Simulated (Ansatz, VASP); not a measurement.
InSe in VASP and in Ansatz

File INCAR:

```
PREC = Accurate ; ENCUT = 400
EDIFF = 1E-6 ; ISMEAR = 0
SIGMA = 0.05 ; LREAL = False
LASPH = True ; NELM = 120
ALGO = Normal ; ISIF = 2
LWAVE = False ; LCHARG = False
LDIPOL = True ; IDIPOL = 3
DIPOL = 0.5 0.5 0.412 ; GGA = PE
IVDW = 12 ; NBANDS = 48
GGA_COMPAT = False ; NELMDL = -8
```

KPOINTS

```
regular mesh
0
Gamma
  9 9 1
```

The input POSCAR:

```
InSe
1.0
    4.0266103653      0.0000000000      0.0000000000
   -2.0133051827      3.4871468675      0.0000000000
    0.0000000000      0.0000000000     28.2707107737
Se In
4 4
Direct
    0.0000000000      0.0000000000      0.1591753400
    0.0000000000      0.0000000000      0.3496677344
    0.1111111111      0.2222222222      0.4738244996
    0.1111111111      0.2222222222      0.6643168940
    0.6666666667      0.3333333333      0.2049979902
    0.6666666667      0.3333333333      0.3038451596
    0.7777777778      0.5555555556      0.5196471499
    0.7777777778      0.5555555556      0.6184943192
```

Input for Ansatz:

```yaml
crystal:
  lattice:
    - [4.0266103653, 0.0, 0.0]
    - [-2.0133051827, 3.4871468675, 0.0]
    - [0.0, 0.0, 28.2707107737]
  atoms:
    - { symbol: Se, position: [0.0, 0.0, 0.15917534] }
    - { symbol: In, position: [0.6666666667, 0.3333333333, 0.2049979902] }
    - { symbol: In, position: [0.6666666667, 0.3333333333, 0.3038451596] }
    - { symbol: Se, position: [0.0, 0.0, 0.3496677344] }
    - { symbol: Se, position: [0.1111111111, 0.2222222222, 0.4738244996] }
    - { symbol: In, position: [0.7777777778, 0.5555555556, 0.5196471499] }
    - { symbol: In, position: [0.7777777778, 0.5555555556, 0.6184943192] }
    - { symbol: Se, position: [0.1111111111, 0.2222222222, 0.664316894] }
basis:
  ecutwfc: 420
kpoints:
  mp_grid: { grid: [9, 9, 1] }
hamiltonian:
  xc: pbe
  pseudopotentials: { kind: paw, azcp: { folder: soft_1 } }
  dispersion: d3bj
scf:
  occupations: { method: gaussian, width: 0.05 }
output:
  forces: true
  eigenvalues: true
efield:
  axis: 3
  dipole_correction: true
  ramp_width: 0.04
```

Alike in both runs: task single point; functional PBE; dispersion D3(BJ); k mesh 9 × 9 × 1; occupations gaussian, width 0.05 eV; no spin polarisation.

```csv
,VASP,Ansatz
version,VASP 6.6.1,Ansatz 0.2.0
potentials or method,"VASP PAW PBE potentials, release 64 (Se, In_d), cutoff 400 eV","scalar-relativistic, plane waves, PAW"
valence electrons in the cell,76,116
```

```csv
,VASP,Ansatz,Ansatz less VASP
gap on the k mesh at the Fermi level (eV),1.13,1.14,+0.010
least direct gap on the mesh (eV),1.19,1.20,+0.009
rms of the force components (eV/Å),0.015,0.016,+0.0005
```

VASP's potentials hold 76 valence electrons a cell and Ansatz's 116, so a difference there can come from the potentials and not from the codes.
